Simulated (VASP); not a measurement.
# TiTe2 (P-3m1) in VASP: a series of runs

Aim: see how the results for TiTe2 move with the level of theory and the settings. Levels: LDA, PBEsol, r2SCAN. Tasks: single point.

Everything below comes from runs of VASP 6.6.1. Logs are shortened: lines on timing, memory, paths and dates and some standing lists are left out, and cuts for length are marked.

## Step 1: The cell of the first run

Symmetry: P-3m1, No. 164, trigonal system. The conventional cell has a = 3.790 Å, b = 3.790 Å, c = 6.556 Å, α = 90.00°, β = 90.00°, γ = 120.00°. Within 3.6 Å of Ti (site symmetry -3m) lie 6 Te at 2.77 Å. Te (site symmetry 3m) has 3 Ti at 2.77 Å within 3.6 Å.

## Step 2: Single point, LDA

File INCAR:

```
PREC     = Accurate       # precision mode
ENCUT    = 520            # plane-wave cutoff, eV
EDIFF    = 1E-6           # SCF threshold, eV
ISMEAR   = -1             # smearing method
SIGMA    = 0.02           # smearing width, eV
LREAL    = F              # projectors in reciprocal space
LASPH    = T              # aspherical terms in the spheres
NELM     = 80             # most SCF steps
ALGO     = Normal         # electronic algorithm
ISIF     = 2              # what is computed and relaxed
LWAVE    = F              # write WAVECAR
LCHARG   = F              # write CHGCAR
NBANDS   = 19             # bands
```

File KPOINTS:

```
regular mesh
0
Gamma
  6 6 4
```

File POSCAR:

```
TiTe2
1.0
    3.7903815437      0.0000000000      0.0000000000
   -1.8951907719      3.2825667069      0.0000000000
    0.0000000000      0.0000000000      6.5558879831
Ti Te
1 2
Direct
    0.0000000000      0.0000000000      0.0000000000
    0.6666666667      0.3333333333      0.2577957668
    0.3333333333      0.6666666667      0.7422042332
```

Potentials or basis: VASP PAW LDA potentials, release 64 (Ti_sv, Te).

The run is started by

```
$ cat potpaw_LDA.64/Ti_sv/POTCAR potpaw_LDA.64/Te/POTCAR > POTCAR
$ mpirun -np 1 vasp_std > vasp.out
```

OUTCAR:

```text
PREC = Accurate
   ENCUT = 520
   EDIFF = 1E-6
   ISMEAR = -1
   LREAL = F
   LASPH = T
   NELM = 80
   ISIF = 2

 ion  position               nearest neighbor table
   1  0.000  0.000  0.000-   2 2.77   3 2.77   2 2.77   3 2.77   2 2.77   3 2.77
   2  0.667  0.333  0.258-   1 2.77   1 2.77   1 2.77
   3  0.333  0.667  0.742-   1 2.77   1 2.77   1 2.77

  LATTYP: Found a hexagonal cell.
 ALAT       =     3.7903815437
 C/A-ratio  =     1.7296116255

  Lattice vectors:

 A1 = (   3.7903815437,   0.0000000000,   0.0000000000)
 A2 = (  -1.8951907719,   3.2825667069,   0.0000000000)
 A3 = (   0.0000000000,   0.0000000000,   6.5558879831)

Analysis of symmetry for initial positions (statically):
=====================================================================
 Subroutine PRICEL returns:
 Original cell was already a primitive cell.

 Routine SETGRP: Setting up the symmetry group for a
 hexagonal supercell.

 Subroutine GETGRP returns: Found 12 space group operations
 (whereof 12 operations were pure point group operations)
 out of a pool of 24 trial point group operations.

The static configuration has the point symmetry D_3d.

Analysis of symmetry for dynamics (positions and initial velocities):
=====================================================================
 Subroutine PRICEL returns:
 Original cell was already a primitive cell.

 Routine SETGRP: Setting up the symmetry group for a
 hexagonal supercell.

 Subroutine GETGRP returns: Found 12 space group operations
 (whereof 12 operations were pure point group operations)
 out of a pool of 24 trial point group operations.

The dynamic configuration has the point symmetry D_3d.

 Subroutine INISYM returns: Found 12 space group operations
 (whereof 12 operations are pure point group operations),
 and found     1 'primitive' translations

----------------------------------------------------------------------------------------

                                     Primitive cell

  volume of cell :      81.5695

  direct lattice vectors                    reciprocal lattice vectors
     3.790381544  0.000000000  0.000000000     0.263825683  0.152319829  0.000000000
    -1.895190772  3.282566707  0.000000000     0.000000000  0.304639658  0.000000000
     0.000000000  0.000000000  6.555887983     0.000000000  0.000000000  0.152534638

  length of vectors
     3.790381544  3.790381544  6.555887983     0.304639658  0.304639658  0.152534638

  position of ions in fractional coordinates (direct lattice)
     0.000000000  0.000000000  0.000000000
     0.666666667  0.333333333  0.257795767
     0.333333333  0.666666667  0.742204233

  ion indices of the primitive-cell ions
   primitive index   ion index
                 1           1
                 2           2
                 3           3

----------------------------------------------------------------------------------------

 KPOINTS: regular mesh

Automatic generation of k-mesh.
 Grid dimensions read from file:
 generate k-points for:    6    6    4

 Generating k-lattice:

  Cartesian coordinates                     Fractional coordinates (reciprocal lattice)
     0.043970947  0.025386638  0.000000000     0.166666667  0.000000000  0.000000000
     0.000000000  0.050773276  0.000000000     0.000000000  0.166666667  0.000000000
     0.000000000  0.000000000  0.038133659     0.000000000  0.000000000  0.250000000

  Length of vectors
     0.050773276  0.050773276  0.038133659

  Shift w.r.t. Gamma in fractional coordinates (k-lattice)
     0.000000000  0.000000000  0.000000000

 Subroutine IBZKPT returns following result:
 ===========================================

 Found     24 irreducible k-points:

 Following reciprocal coordinates:
            Coordinates               Weight
  0.000000  0.000000  0.000000      1.000000
  0.166667  0.000000  0.000000      6.000000
  0.333333  0.000000  0.000000      6.000000
  0.500000  0.000000  0.000000      3.000000
  0.166667  0.166667  0.000000      6.000000
  0.333333  0.166667  0.000000     12.000000
[... 16 lines left out ...]
  0.333333  0.166667  0.500000     12.000000
  0.333333  0.333333  0.500000      2.000000
   k-points           NKPTS =     24   k-points in BZ     NKDIM =     24   number of bands    NBANDS=     19
   number of dos      NEDOS =    301   number of ions     NIONS =      3
   total plane-waves  NPLWV =  39200
   dimension x,y,z NGX =    28 NGY =   28 NGZ =   50
   dimension x,y,z NGXF=    56 NGYF=   56 NGZF=  100
   ions per type =               1   2
   NGX,Y,Z   is equivalent  to a cutoff of  12.28, 12.28, 12.68 a.u.
   NGXF,Y,Z  is equivalent  to a cutoff of  24.56, 24.56, 25.36 a.u.
 SYSTEM =  unknown system
   PREC   = accura    normal or accurate (medium, high low for compatibility)
   ISTART =      0    job   : 0-new  1-cont  2-samecut
   ICHARG =      2    charge: 1-file 2-atom 10-const
   ISPIN  =      1    spin polarized calculation?
   LNONCOLLINEAR =      F non collinear calculations
   LSORBIT =      F    spin-orbit coupling
   LASPH  =      T    aspherical Exc in radial PAW
   ENCUT  =  520.0 eV  38.22 Ry    6.18 a.u.   7.05  7.05 12.19*2*pi/ulx,y,z
   NELM   =     80;   NELMIN=  2; NELMDL= -5     # of ELM steps
   EDIFF  = 0.1E-05   stopping-criterion for ELM
   LREAL  =      F    real-space projection
   EDIFFG = 0.1E-04   stopping-criterion for IOM
   NSW    =      0    number of steps for IOM
   IBRION =     -1    ionic relax: 0-MD 1-quasi-New 2-CG
   NFREE  =      0    steps in history (QN), initial steepest desc. (CG)
   ISIF   =      2    stress and relaxation
   ISYM   =      2    0-nonsym 1-usesym 2-fastsym
   POTIM  = 0.5000    time-step for ionic-motion
   TEBEG  =    0.0;   TEEND  =   0.0 temperature during run
   PSTRESS=    0.0 pullay stress
   NELECT =      24.0000    total number of electrons
   NUPDOWN=      -1.0000    fix difference up-down
   EMIN   =  10.00;   EMAX   =-10.00  energy-range for DOS
   EFERMI =   0.00;   METHOD = LEGACY
   ISMEAR =    -1;   SIGMA  =   0.02  broadening in eV -4-tet -1-fermi 0-gaus
   EFERMI_NEDOS =   21; number of points for ismear=-14 and -15
   IALGO  =     38    algorithm
   IMIX   =      4    mixing-type and parameters
     AMIX     =   0.40;   BMIX     =  1.00
     AMIX_MAG =   1.60;   BMIX_MAG =  1.00
  volume/ion in A,a.u.               =      27.19       183.49
  Fermi-wavevector in a.u.,A,eV,Ry     =   1.088853  2.057634 16.131078  1.185601
  Thomas-Fermi vector in A             =   2.225044
   LORBIT       =      0    0 simple, 1 ext, 2 COOP (PROOUT), +10 PAW based schemes
   GGA     = CA    functional components
   LHFCALC =     F    Hartree Fock is set to
   AEXX    =    0.0000 exact exchange contribution
   IVDW    =     0    specifies the selected vdW correction
   LEPSILON=     F    determine dielectric tensor
   LRPA    =     F    only Hartree local field effects (RPA)
 non-spin polarized calculation
  energy-cutoff  :      520.00
  volume of cell :       81.57
 maximum number of plane-waves:      2220
   NGX = 15   NGY = 15   NGZ = 25

 number of electron      23.9999991 magnetization

 Free energy of the ion-electron system (eV)
  ---------------------------------------------------
  ext. energy  EPLUGINS =         0.00000000
  ---------------------------------------------------
  free energy    TOTEN  =       -18.25528907 eV

  energy without entropy =      -18.25337514  energy(sigma->0) =      -18.25433211

 E-fermi :   6.4281     XC(G=0): -10.0056

 val. band max:        6.3993562296   @ k =   0.5000   0.0000   0.2500
 cond. band min:       6.4650760303   @ k =   0.3333   0.0000   0.5000
 fundamental gap:      0.0657198007
 Fermi energy:         6.4281397435

 k-point     1 :       0.0000    0.0000    0.0000
  band No.  band energies     occupation
      1     -50.3091      2.00000
      2     -26.9501      2.00000
      3     -26.9501      2.00000
      4     -26.9229      2.00000
      5      -5.9001      2.00000
      6      -4.4664      2.00000
[... 11 lines left out ...]
     18      11.5259      0.00000
     19      12.1801      0.00000

 k-point     2 :       0.1667    0.0000    0.0000
  band No.  band energies     occupation
      1     -50.3083      2.00000
      2     -26.9608      2.00000
      3     -26.9525      2.00000
      4     -26.9204      2.00000
      5      -5.6046      2.00000
      6      -4.3218      2.00000
[... 11 lines left out ...]
     18      12.5130      0.00000
     19      13.2238      0.00000

 k-point     3 :       0.3333    0.0000    0.0000
  band No.  band energies     occupation
      1     -50.3068      2.00000
      2     -26.9822      2.00000
      3     -26.9574      2.00000
      4     -26.9154      2.00000
      5      -4.8456      2.00000
      6      -4.0333      2.00000
[... 11 lines left out ...]
     18      11.8860      0.00000
     19      12.3053      0.00000

 k-point     4 :       0.5000    0.0000    0.0000
  band No.  band energies     occupation
      1     -50.3060      2.00000
      2     -26.9928      2.00000
      3     -26.9599      2.00000
      4     -26.9128      2.00000
      5      -4.1902      2.00000
      6      -4.0335      2.00000
[... 11 lines left out ...]
     18      11.7562      0.00000
     19      12.0174      0.00000

 k-point     5 :       0.1667    0.1667    0.0000
  band No.  band energies     occupation
      1     -50.3071      2.00000
      2     -26.9748      2.00000
      3     -26.9583      2.00000
      4     -26.9166      2.00000
      5      -5.0733      2.00000
      6      -4.0965      2.00000
[... 11 lines left out ...]
     18      12.5681      0.00000
     19      13.4377      0.00000

 k-point     6 :       0.3333    0.1667    0.0000
  band No.  band energies     occupation
      1     -50.3060      2.00000
      2     -26.9873      2.00000
      3     -26.9655      2.00000
      4     -26.9128      2.00000
      5      -4.3146      2.00000
      6      -3.9204      2.00000
[... 11 lines left out ...]
     18      11.2898      0.00000
     19      13.3707      0.00000

 k-point     7 :       0.3333    0.3333    0.0000
  band No.  band energies     occupation
      1     -50.3056      2.00000
      2     -26.9796      2.00000
      3     -26.9796      2.00000
      4     -26.9116      2.00000
      5      -3.9347      2.00000
      6      -3.9347      2.00000
[... 11 lines left out ...]
     18      10.4224      0.00000
     19      14.5835      0.00000

 k-point     8 :       0.0000    0.0000    0.2500
  band No.  band energies     occupation
      1     -50.3091      2.00000
      2     -26.9501      2.00000
      3     -26.9501      2.00000
      4     -26.9229      2.00000
      5      -5.7525      2.00000
      6      -4.7311      2.00000
[... 256 lines left out ...]
 k-point    20 :       0.3333    0.0000    0.5000
  band No.  band energies     occupation
      1     -50.3068      2.00000
      2     -26.9822      2.00000
      3     -26.9574      2.00000
      4     -26.9154      2.00000
      5      -4.5334      2.00000
      6      -4.4073      2.00000
[... 11 lines left out ...]
     18      11.3314      0.00000
     19      11.7553      0.00000

 k-point    21 :       0.5000    0.0000    0.5000
  band No.  band energies     occupation
      1     -50.3060      2.00000
      2     -26.9928      2.00000
      3     -26.9598      2.00000
      4     -26.9128      2.00000
      5      -4.2098      2.00000
      6      -3.9845      2.00000
[... 11 lines left out ...]
     18      10.6099      0.00000
     19      10.9976      0.00000

 k-point    22 :       0.1667    0.1667    0.5000
  band No.  band energies     occupation
      1     -50.3072      2.00000
      2     -26.9748      2.00000
      3     -26.9583      2.00000
      4     -26.9166      2.00000
      5      -4.6983      2.00000
      6      -4.5723      2.00000
[... 11 lines left out ...]
     18      12.9004      0.00000
     19      13.0947      0.00000

 k-point    23 :       0.3333    0.1667    0.5000
  band No.  band energies     occupation
      1     -50.3060      2.00000
      2     -26.9873      2.00000
      3     -26.9654      2.00000
      4     -26.9128      2.00000
      5      -4.1732      2.00000
      6      -4.0596      2.00000
[... 11 lines left out ...]
     18      11.6080      0.00000
     19      11.9803      0.00000

 k-point    24 :       0.3333    0.3333    0.5000
  band No.  band energies     occupation
      1     -50.3056      2.00000
      2     -26.9796      2.00000
      3     -26.9796      2.00000
      4     -26.9116      2.00000
      5      -3.9274      2.00000
      6      -3.9274      2.00000
[... 11 lines left out ...]
     18      12.1110      0.00000
     19      12.1110      0.00000

------------------------ aborting loop because EDIFF is reached ----------------------------------------

  FORCE on cell =-STRESS in cart. coord.  units (eV):
  Direction    XX          YY          ZZ          XY          YZ          ZX
  --------------------------------------------------------------------------------------
  -------------------------------------------------------------------------------------
  Total       -2.1465035     -2.1465035     -1.9575669      0.0000000      0.0000000     -0.0000000
  in kB      -42.1613176    -42.1613176    -38.4502518      0.0000000      0.0000000     -0.0000000
  external PRESSURE =     -40.9242957 kB  Pullay stress =       0.0000000 kB

 VOLUME and BASIS-vectors are now :
 -----------------------------------------------------------------------------
  energy-cutoff  :      520.00
  volume of cell :       81.57
      direct lattice vectors                 reciprocal lattice vectors
     3.790381544  0.000000000  0.000000000     0.263825683  0.152319829  0.000000000
    -1.895190772  3.282566707  0.000000000     0.000000000  0.304639658  0.000000000
     0.000000000  0.000000000  6.555887983     0.000000000  0.000000000  0.152534638

 POSITION                                       TOTAL-FORCE (eV/Angst)
 -----------------------------------------------------------------------------------
      0.00000      0.00000      0.00000        -0.000000      0.000000      0.000000
      1.89519      1.09419      1.69008        -0.000000      0.000000     -0.197388
     -0.00000      2.18838      4.86581         0.000000     -0.000000      0.197388
 -----------------------------------------------------------------------------------
    total drift:                               -0.000000     -0.000000      0.000000

  FREE ENERGIE OF THE ION-ELECTRON SYSTEM (eV)
  ---------------------------------------------------
  free  energy   TOTEN  =       -18.2552890747 eV

  energy  without entropy=      -18.2533751363  energy(sigma->0) =      -18.25433211
```

It took 39 s on 1 thread of Intel Xeon Platinum 8488C (Sapphire Rapids), shared host; peak memory 0.18 GiB.

Results:

| Property | Result |
| --- | --- |
| Free energy | -18.2553 eV |
| Pressure | -4.1 GPa |
| Largest force | 0.197 eV/Å |
| Band gap on the k mesh | zero (band 12 reaches 6.80 eV, above the bottom of band 13 at 6.18 eV) |

Forces in eV/Å, atoms in the order of the input:
```
Ti   0.000  0.000  0.000
Te   0.000  0.000 -0.197
Te   0.000  0.000  0.197
```

Caveat: spin-orbit coupling is left out, which moves the levels of the heavy elements.

## Step 3: Single point, PBEsol

File INCAR:

```
ALGO = Normal ; EDIFF = 1E-7
ENCUT = 520 ; GGA = PS
ISIF = 2 ; ISMEAR = -1
LASPH = True ; LCHARG = True
LELF = True ; LREAL = False
LVHAR = True ; LWAVE = False
NBANDS = 19 ; NELM = 100
PREC = Accurate ; SIGMA = 0.02
```

File KPOINTS:

```
k-points
0
Gamma
  6 6 4
```

POSCAR is that of step 2.

Potentials or basis: VASP PAW PBE potentials, release 64 (Ti_sv, Te).

The run is started by

```
$ cat potpaw_PBE.64/Ti_sv/POTCAR potpaw_PBE.64/Te/POTCAR > POTCAR
$ mpirun -np 1 vasp_std > vasp.out
```

Wall time 48 s (1 thread of Intel Xeon Platinum 8488C (Sapphire Rapids), shared host); peak memory 0.2 GiB.

Results (log left out):

| Property | Result |
| --- | --- |
| Free energy | -17.5008 eV |
| Pressure | -2.2 GPa |
| Largest force | 0.025 eV/Å |
| Band gap on the k mesh | zero (band 12 reaches 6.87 eV, above the bottom of band 13 at 6.23 eV) |

Forces in eV/Å, atoms in the order of the input:
```
Ti   0.000  0.000  0.000
Te   0.000  0.000 -0.025
Te   0.000  0.000  0.025
```

Stress tensor (GPa, compression positive):
```
-2.46  0.00  0.00
 0.00 -2.46  0.00
 0.00  0.00 -1.77
```

Levels at points of the mesh, in eV from the Fermi level:
| k point | band 8 | band 9 | band 10 | band 11 | band 12 | band 13 | band 14 | band 15 | band 16 | band 17 |
| --- | --- | --- | --- | --- | --- | --- | --- | --- | --- | --- |
| (0.00, 0.00, 0.00) | -1.70 | -1.70 | 0.37 | 0.39 | 0.39 | 0.51 | 1.05 | 1.05 | 3.15 | 3.15 |
| (0.50, 0.00, 0.00) | -3.68 | -2.63 | -2.38 | -1.77 | -1.11 | 0.04 | 1.13 | 1.44 | 2.45 | 3.37 |
| (0.00, 0.00, 0.50) | -2.54 | -1.64 | -1.64 | 0.38 | 0.38 | 0.78 | 0.78 | 1.02 | 3.53 | 3.53 |
| (0.50, 0.00, 0.50) | -4.46 | -2.37 | -2.00 | -1.01 | -0.66 | -0.25 | 1.13 | 1.42 | 2.71 | 3.51 |

Caveat: the PAW data sets were made with another functional, which shifts forces and pressure a little; spin-orbit coupling is left out, which moves the levels of the heavy elements; this functional lacks dispersion, which binds the layers, so the pressure and a relaxed spacing across them are unreliable.

(Continued in part 2 of 2.)
